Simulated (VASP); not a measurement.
# BiPt (P6_3/mmc) in VASP: notebook

Runs on BiPt. Level: LDA. Tasks: electric field gradients.

All numbers are computed with VASP 6.6.1; they aren't measurements. Logs are shortened: lines on timing, memory, paths and dates and some standing lists are left out, and cuts for length are marked.

### Step 1. The cell of the first run

The structure is hexagonal, space group P6_3/mmc (No. 194). The conventional cell has a = 4.301 Å, b = 4.301 Å, c = 5.472 Å, α = 90.00°, β = 90.00°, γ = 120.00°. Bi (site symmetry -6m2) has 6 Pt at 2.83 Å and 6 Bi at 3.69 Å within 3.7 Å. Pt (site symmetry -3m) has 2 Pt at 2.74 Å and 6 Bi at 2.83 Å within 3.6 Å.

### Step 2. Electric field gradients, LDA (21.91 Å³/atom)

INCAR reads:

```
SYSTEM = BiPt
  PREC = Accurate
  ENCUT = 520
  EDIFF = 1E-8
  ISMEAR = -1
  SIGMA = 0.05
  LREAL = .False.
  LASPH = .True.
  NELM = 80
  ALGO = Normal
  ISIF = 2
  LWAVE = .False.
  LCHARG = .False.
  LEFG = .True.
  NBANDS = 33
```

KPOINTS reads:

```
Automatic mesh
0
Gamma
  9 9 6
  0 0 0
```

POSCAR reads:

```
BiPt
1.0
    4.3005686192      0.0000000000      0.0000000000
   -2.1502843097      3.7244016749      0.0000000000
    0.0000000000      0.0000000000      5.4716386588
Bi Pt
2 2
Direct
    0.3333333333      0.6666666667      0.2500000000
    0.6666666667      0.3333333333      0.7500000000
    0.0000000000      0.0000000000      0.0000000000
    0.0000000000      0.0000000000      0.5000000000
```

Potentials or basis: VASP PAW LDA potentials, release 64 (Bi_d, Pt).

Started as:

```console
cat potpaw_LDA.64/Bi_d/POTCAR potpaw_LDA.64/Pt/POTCAR > POTCAR
mpirun -np 1 vasp_std > vasp.out
```

OUTCAR:

```text
SYSTEM = BiPt
   PREC = Accurate
   ENCUT = 520
   EDIFF = 1E-8
   ISMEAR = -1
   LREAL = .False.
   LASPH = .True.
   NELM = 80
   ISIF = 2

 ion  position               nearest neighbor table
   1  0.333  0.667  0.250-   3 2.83   4 2.83   3 2.83   4 2.83   3 2.83   4 2.83   2 3.69   2 3.69
                             2 3.69   2 3.69   2 3.69   2 3.69
   2  0.667  0.333  0.750-   3 2.83   4 2.83   3 2.83   4 2.83   3 2.83   4 2.83   1 3.69   1 3.69
                             1 3.69   1 3.69   1 3.69   1 3.69
   3  0.000  0.000  0.000-   4 2.74   4 2.74   1 2.83   2 2.83   2 2.83   1 2.83   2 2.83   1 2.83

   4  0.000  0.000  0.500-   3 2.74   3 2.74   1 2.83   2 2.83   2 2.83   1 2.83   2 2.83   1 2.83

  LATTYP: Found a hexagonal cell.
 ALAT       =     4.3005686192
 C/A-ratio  =     1.2723058608

  Lattice vectors:

 A1 = (   4.3005686192,   0.0000000000,   0.0000000000)
 A2 = (  -2.1502843097,   3.7244016749,   0.0000000000)
 A3 = (   0.0000000000,   0.0000000000,   5.4716386588)

Analysis of symmetry for initial positions (statically):
=====================================================================
 Subroutine PRICEL returns:
 Original cell was already a primitive cell.

 Routine SETGRP: Setting up the symmetry group for a
 hexagonal supercell.

 Subroutine GETGRP returns: Found 24 space group operations
 (whereof 12 operations were pure point group operations)
 out of a pool of 24 trial point group operations.

The static configuration has the point symmetry D_3d.
 The point group associated with its full space group is D_6h.

Analysis of symmetry for dynamics (positions and initial velocities):
=====================================================================
 Subroutine PRICEL returns:
 Original cell was already a primitive cell.

 Routine SETGRP: Setting up the symmetry group for a
 hexagonal supercell.

 Subroutine GETGRP returns: Found 24 space group operations
 (whereof 12 operations were pure point group operations)
 out of a pool of 24 trial point group operations.

The dynamic configuration has the point symmetry D_3d.
 The point group associated with its full space group is D_6h.

 Subroutine INISYM returns: Found 24 space group operations
 (whereof 12 operations are pure point group operations),
 and found     1 'primitive' translations

----------------------------------------------------------------------------------------

                                     Primitive cell

  volume of cell :      87.6395

  direct lattice vectors                    reciprocal lattice vectors
     4.300568619  0.000000000  0.000000000     0.232527391  0.134249752  0.000000000
    -2.150284310  3.724401675  0.000000000     0.000000000  0.268499503  0.000000000
     0.000000000  0.000000000  5.471638659     0.000000000  0.000000000  0.182760607

  length of vectors
     4.300568619  4.300568619  5.471638659     0.268499503  0.268499503  0.182760607

  position of ions in fractional coordinates (direct lattice)
     0.333333333  0.666666667  0.250000000
     0.666666667  0.333333333  0.750000000
     0.000000000  0.000000000  0.000000000
     0.000000000  0.000000000  0.500000000

  ion indices of the primitive-cell ions
   primitive index   ion index
                 1           1
                 2           2
                 3           3
                 4           4

----------------------------------------------------------------------------------------

 KPOINTS: Automatic mesh

Automatic generation of k-mesh.
 Grid dimensions read from file:
 generate k-points for:    9    9    6

 Generating k-lattice:

  Cartesian coordinates                     Fractional coordinates (reciprocal lattice)
[... 45 lines left out ...]
   dimension x,y,z NGX =    32 NGY =   32 NGZ =   42
   dimension x,y,z NGXF=    64 NGYF=   64 NGZF=   84
   ions per type =               2   2
   NGX,Y,Z   is equivalent  to a cutoff of  12.37, 12.37, 12.76 a.u.
   NGXF,Y,Z  is equivalent  to a cutoff of  24.74, 24.74, 25.52 a.u.
 SYSTEM =  BiPt
   PREC   = accura    normal or accurate (medium, high low for compatibility)
   ISTART =      0    job   : 0-new  1-cont  2-samecut
   ICHARG =      2    charge: 1-file 2-atom 10-const
   ISPIN  =      1    spin polarized calculation?
   LNONCOLLINEAR =      F non collinear calculations
   LSORBIT =      F    spin-orbit coupling
   LASPH  =      T    aspherical Exc in radial PAW
   ENCUT  =  520.0 eV  38.22 Ry    6.18 a.u.   8.00  8.00 10.17*2*pi/ulx,y,z
   NELM   =     80;   NELMIN=  2; NELMDL= -5     # of ELM steps
   EDIFF  = 0.1E-07   stopping-criterion for ELM
   LREAL  =      F    real-space projection
   EDIFFG = 0.1E-06   stopping-criterion for IOM
   NSW    =      0    number of steps for IOM
   IBRION =     -1    ionic relax: 0-MD 1-quasi-New 2-CG
   NFREE  =      0    steps in history (QN), initial steepest desc. (CG)
   ISIF   =      2    stress and relaxation
   ISYM   =      2    0-nonsym 1-usesym 2-fastsym
   POTIM  = 0.5000    time-step for ionic-motion
   TEBEG  =    0.0;   TEEND  =   0.0 temperature during run
   PSTRESS=    0.0 pullay stress
   NELECT =      50.0000    total number of electrons
   NUPDOWN=      -1.0000    fix difference up-down
   EMIN   =  10.00;   EMAX   =-10.00  energy-range for DOS
   EFERMI =   0.00;   METHOD = LEGACY
   ISMEAR =    -1;   SIGMA  =   0.05  broadening in eV -4-tet -1-fermi 0-gaus
   EFERMI_NEDOS =   21; number of points for ismear=-14 and -15
   IALGO  =     38    algorithm
   IMIX   =      4    mixing-type and parameters
     AMIX     =   0.40;   BMIX     =  1.00
     AMIX_MAG =   1.60;   BMIX_MAG =  1.00
  volume/ion in A,a.u.               =      21.91       147.86
  Fermi-wavevector in a.u.,A,eV,Ry     =   1.357787  2.565845 25.083495  1.843585
  Thomas-Fermi vector in A             =   2.484675
   LORBIT       =      0    0 simple, 1 ext, 2 COOP (PROOUT), +10 PAW based schemes
   GGA     = CA    functional components
   LHFCALC =     F    Hartree Fock is set to
   AEXX    =    0.0000 exact exchange contribution
   IVDW    =     0    specifies the selected vdW correction
   LEPSILON=     F    determine dielectric tensor
   LRPA    =     F    only Hartree local field effects (RPA)
 non-spin polarized calculation
  energy-cutoff  :      520.00
  volume of cell :       87.64
 maximum number of plane-waves:      2379
 NGX is ok and might be reduce to    32
   NGX = 15   NGY = 15   NGZ = 21

 number of electron      49.9999995 magnetization

 Free energy of the ion-electron system (eV)
  ---------------------------------------------------
  ext. energy  EPLUGINS =         0.00000000
  ---------------------------------------------------
  free energy    TOTEN  =       -25.20685204 eV

  energy without entropy =      -25.18759783  energy(sigma->0) =      -25.19722493

 E-fermi :   9.4510     XC(G=0): -11.7751

 val. band max:        9.4420122318   @ k =   0.1111   0.0000   0.0000
 cond. band min:       9.4569892582   @ k =   0.2222   0.0000   0.1667
 fundamental gap:      0.0149770264
 Fermi energy:         9.4510453129

 k-point     1 :       0.0000    0.0000    0.0000
  band No.  band energies     occupation
      1     -13.5157      2.00000
      2     -13.5157      2.00000
      3     -13.4710      2.00000
      4     -13.4710      2.00000
      5     -13.4645      2.00000
      6     -13.4593      2.00000
[... 853 lines left out ...]
     32      17.6691      0.00000
     33      18.0542      0.00000

 [... further k-points ...]

------------------------ aborting loop because EDIFF is reached ----------------------------------------

  FORCE on cell =-STRESS in cart. coord.  units (eV):
  Direction    XX          YY          ZZ          XY          YZ          ZX
  --------------------------------------------------------------------------------------
  -------------------------------------------------------------------------------------
  Total        0.9899091      0.9899091      0.4713858     -0.0000000      0.0000000     -0.0000000
  in kB       18.0969793     18.0969793      8.6176181     -0.0000000      0.0000000     -0.0000000
  external PRESSURE =      14.9371923 kB  Pullay stress =       0.0000000 kB

 VOLUME and BASIS-vectors are now :
 -----------------------------------------------------------------------------
  energy-cutoff  :      520.00
  volume of cell :       87.64
      direct lattice vectors                 reciprocal lattice vectors
     4.300568619  0.000000000  0.000000000     0.232527391  0.134249752  0.000000000
    -2.150284310  3.724401675  0.000000000     0.000000000  0.268499503  0.000000000
     0.000000000  0.000000000  5.471638659     0.000000000  0.000000000  0.182760607

 POSITION                                       TOTAL-FORCE (eV/Angst)
 -----------------------------------------------------------------------------------
     -0.00000      2.48293      1.36791         0.000000     -0.000000      0.000000
      2.15028      1.24147      4.10373        -0.000000      0.000000      0.000000
      0.00000      0.00000      0.00000        -0.000000      0.000000      0.000000
      0.00000      0.00000      2.73582        -0.000000      0.000000      0.000000
 -----------------------------------------------------------------------------------
    total drift:                               -0.000000      0.000000      0.000000

  FREE ENERGIE OF THE ION-ELECTRON SYSTEM (eV)
  ---------------------------------------------------
  free  energy   TOTEN  =       -25.2068520379 eV

  energy  without entropy=      -25.1875978280  energy(sigma->0) =      -25.19722493

 Electric field gradients (V/A^2)
---------------------------------------------------------------------
 ion       V_xx      V_yy      V_zz      V_xy      V_xz      V_yz
---------------------------------------------------------------------
   1      -9.280    -9.278    18.557     0.002     0.000    -0.000
   2      -9.280    -9.278    18.557     0.002    -0.000     0.000
   3      85.600    85.600  -171.199     0.000    -0.000     0.000
   4      85.600    85.600  -171.199     0.000     0.000    -0.000
---------------------------------------------------------------------

 Electric field gradients after diagonalization (V/A^2)
 (convention: |V_zz| > |V_xx| > |V_yy|)
----------------------------------------------------------------------
 ion       V_xx      V_yy      V_zz     asymmetry (V_yy - V_xx)/ V_zz
----------------------------------------------------------------------
   1      -9.281    -9.277    18.557       0.000
   2      -9.281    -9.277    18.557       0.000
   3      85.600    85.600  -171.199       0.000
   4      85.600    85.600  -171.199       0.000
----------------------------------------------------------------------

           NMR quadrupolar parameters

 Cq : quadrupolar parameter    Cq=e*Q*V_zz/h
 eta: asymmetry parameters     (V_yy - V_xx)/ V_zz
 Q  : nuclear electric quadrupole moment in mb (millibarn)
----------------------------------------------------------------------
 ion       Cq(MHz)       eta       Q (mb)
----------------------------------------------------------------------
   1       0.045       0.000       1.000
   2       0.045       0.000       1.000
   3      -0.414       0.000       1.000
   4      -0.414       0.000       1.000
----------------------------------------------------------------------
```

Wall time 2.1 min (1 thread of Intel Xeon Platinum 8488C (Sapphire Rapids), shared host); peak memory 0.24 GiB.

Results:

```yaml
Free_energy: -25.2069 eV
Pressure: 1.5 GPa
Band_gap_on_the_k_mesh: zero (bands 25 and 26 overlap by 4.05 eV)
Largest_electric_field_gradient_by_atom: Bi +18.6; Pt -171.2 V/Å²
```

Stress tensor (GPa, compression positive):
```
1.81 0.00 0.00
0.00 1.81 0.00
0.00 0.00 0.86
```

Electric field gradients, principal values (V/Å²):
```csv
atom,least,middle,greatest (by size)
1 Bi,-9.277,-9.281,18.557
2 Bi,-9.277,-9.281,18.557
3 Pt,85.600,85.600,-171.199
4 Pt,85.600,85.600,-171.199
```

Caveat: without QUAD_EFG the Cq values of the log hold for a quadrupole moment of 1 mb, not for the nuclei; spin-orbit coupling is left out, which moves the levels of the heavy elements.

### Step 3. Electric field gradients, LDA (22.57 Å³/atom)

This run uses another cell than the first one, of 22.57 Å³/atom.

INCAR reads:

```
SYSTEM = BiPt
PREC = Accurate ; ENCUT = 520
EDIFF = 1E-8 ; ISMEAR = -1
SIGMA = 0.05 ; LREAL = .FALSE.
LASPH = .TRUE. ; NELM = 60
ALGO = Normal ; ISIF = 2
LWAVE = .FALSE. ; LCHARG = .FALSE.
GGA = CA ; LEFG = .TRUE.
NBANDS = 33
```

KPOINTS reads:

```
regular mesh
0
G
  9 9 6
  0 0 0
```

POSCAR reads:

```
BiPt
1.0
    4.3435771585      0.0000000000      0.0000000000
   -2.1717885793      3.7616481626      0.0000000000
    0.0000000000      0.0000000000      5.5263586755
Bi Pt
2 2
Direct
    0.3333333333      0.6666666667      0.2500000000
    0.6666666667      0.3333333333      0.7500000000
    0.0000000000      0.0000000000      0.0000000000
    0.0000000000      0.0000000000      0.5000000000
```

Potentials or basis: VASP PAW LDA potentials, release 64 (Bi_d, Pt).

Started as:

```console
cat potpaw_LDA.64/Bi_d/POTCAR potpaw_LDA.64/Pt/POTCAR > POTCAR
mpirun -np 1 vasp_std > vasp.out
```

OUTCAR:

```text
SYSTEM = BiPt
   PREC = Accurate
   ENCUT = 520
   EDIFF = 1E-8
   ISMEAR = -1
   LREAL = .FALSE.
   LASPH = .TRUE.
   NELM = 60
   ISIF = 2
   GGA = CA

 ion  position               nearest neighbor table
   1  0.333  0.667  0.250-   3 2.86   4 2.86   3 2.86   4 2.86   3 2.86   4 2.86   2 3.73   2 3.73
                             2 3.73   2 3.73   2 3.73   2 3.73
   2  0.667  0.333  0.750-   3 2.86   4 2.86   3 2.86   4 2.86   3 2.86   4 2.86   1 3.73   1 3.73
                             1 3.73   1 3.73   1 3.73   1 3.73
   3  0.000  0.000  0.000-   4 2.76   4 2.76   1 2.86   2 2.86   2 2.86   1 2.86   2 2.86   1 2.86

   4  0.000  0.000  0.500-   3 2.76   3 2.76   1 2.86   2 2.86   2 2.86   1 2.86   2 2.86   1 2.86

  LATTYP: Found a hexagonal cell.
 ALAT       =     4.3435771585
 C/A-ratio  =     1.2723058608

  Lattice vectors:

 A1 = (   4.3435771585,   0.0000000000,   0.0000000000)
 A2 = (  -2.1717885793,   3.7616481626,   0.0000000000)
 A3 = (   0.0000000000,   0.0000000000,   5.5263586755)

Analysis of symmetry for initial positions (statically):
=====================================================================
 Subroutine PRICEL returns:
[... 1072 lines left out ...]
      0.00000      0.00000      0.00000        -0.000000      0.000000      0.000000
      0.00000      0.00000      2.76318         0.000000      0.000000      0.000000
 -----------------------------------------------------------------------------------
    total drift:                               -0.000000      0.000000      0.000000

  FREE ENERGIE OF THE ION-ELECTRON SYSTEM (eV)
  ---------------------------------------------------
  free  energy   TOTEN  =       -25.2003483113 eV

  energy  without entropy=      -25.1801587387  energy(sigma->0) =      -25.19025352

 Electric field gradients (V/A^2)
---------------------------------------------------------------------
 ion       V_xx      V_yy      V_zz      V_xy      V_xz      V_yz
---------------------------------------------------------------------
   1      -5.366    -5.364    10.731     0.002    -0.000     0.000
   2      -5.366    -5.364    10.731     0.002     0.000     0.000
   3      81.075    81.076  -162.151     0.000    -0.000     0.000
   4      81.075    81.076  -162.151     0.000     0.000    -0.000
---------------------------------------------------------------------

 Electric field gradients after diagonalization (V/A^2)
 (convention: |V_zz| > |V_xx| > |V_yy|)
----------------------------------------------------------------------
 ion       V_xx      V_yy      V_zz     asymmetry (V_yy - V_xx)/ V_zz
----------------------------------------------------------------------
   1      -5.367    -5.363    10.731       0.000
   2      -5.367    -5.363    10.731       0.000
   3      81.076    81.075  -162.151       0.000
   4      81.076    81.075  -162.151       0.000
----------------------------------------------------------------------

           NMR quadrupolar parameters

 Cq : quadrupolar parameter    Cq=e*Q*V_zz/h
 eta: asymmetry parameters     (V_yy - V_xx)/ V_zz
 Q  : nuclear electric quadrupole moment in mb (millibarn)
----------------------------------------------------------------------
 ion       Cq(MHz)       eta       Q (mb)
----------------------------------------------------------------------
   1       0.026       0.000       1.000
   2       0.026       0.000       1.000
   3      -0.392       0.000       1.000
   4      -0.392       0.000       1.000
----------------------------------------------------------------------
```

OSZICAR:

```text
N       E                     dE             d eps       ncg     rms          rms(c)
DAV:   1     0.534344420769E+03    0.53434E+03   -0.25003E+04  3192   0.182E+03
DAV:   2     0.287205532445E+02   -0.50562E+03   -0.48353E+03  3224   0.492E+02
DAV:   3    -0.236397311392E+02   -0.52360E+02   -0.50242E+02  3682   0.163E+02
DAV:   4    -0.256125441244E+02   -0.19728E+01   -0.19588E+01  3701   0.324E+01
DAV:   5    -0.257008716403E+02   -0.88328E-01   -0.88312E-01  4529   0.671E+00    0.101E+01
DAV:   6    -0.253193787655E+02    0.38149E+00   -0.93719E-01  3600   0.634E+00    0.526E+00
DAV:   7    -0.252234829714E+02    0.95896E-01   -0.14193E-01  3982   0.337E+00    0.238E+00
DAV:   8    -0.252013111406E+02    0.22172E-01   -0.74015E-02  3879   0.163E+00    0.405E-01
DAV:   9    -0.252005094770E+02    0.80166E-03   -0.71320E-03  4217   0.883E-01    0.115E-01
DAV:  10    -0.252003464660E+02    0.16301E-03   -0.57687E-04  4144   0.260E-01    0.335E-02
DAV:  11    -0.252003482682E+02   -0.18021E-05   -0.42959E-05  3909   0.428E-02    0.527E-03
DAV:  12    -0.252003482080E+02    0.60168E-07   -0.37321E-06  4042   0.152E-02    0.281E-03
DAV:  13    -0.252003483152E+02   -0.10721E-06   -0.31749E-07  4072   0.445E-03    0.111E-03
DAV:  14    -0.252003483113E+02    0.38799E-08   -0.18190E-08  2863   0.120E-03
   1 F= -.25200348E+02 E0= -.25190254E+02  d E =-.201896E-01
```

It took 2.1 min on 1 thread of Intel Xeon Platinum 8488C (Sapphire Rapids), shared host; peak memory 0.24 GiB.

What came out:

| Property | Result |
| --- | --- |
| Free energy | -25.2003 eV |
| Pressure | -2.4 GPa |
| Band gap on the k mesh | zero (bands 25 and 26 overlap by 3.90 eV) |
| Largest electric field gradient by atom | Bi +10.7; Pt -162.2 V/Å² |

Stress tensor (GPa, compression positive):
```
-1.94  0.00  0.00
 0.00 -1.94  0.00
 0.00  0.00 -3.25
```

Electric field gradients, principal values (V/Å²):
```
atom   least  middle  greatest (by size)
1 Bi  -5.363  -5.367              10.731
2 Bi  -5.363  -5.367              10.731
3 Pt  81.075  81.076            -162.151
4 Pt  81.075  81.076            -162.151
```

Caveat: without QUAD_EFG the Cq values of the log hold for a quadrupole moment of 1 mb, not for the nuclei; spin-orbit coupling is left out, which moves the levels of the heavy elements.
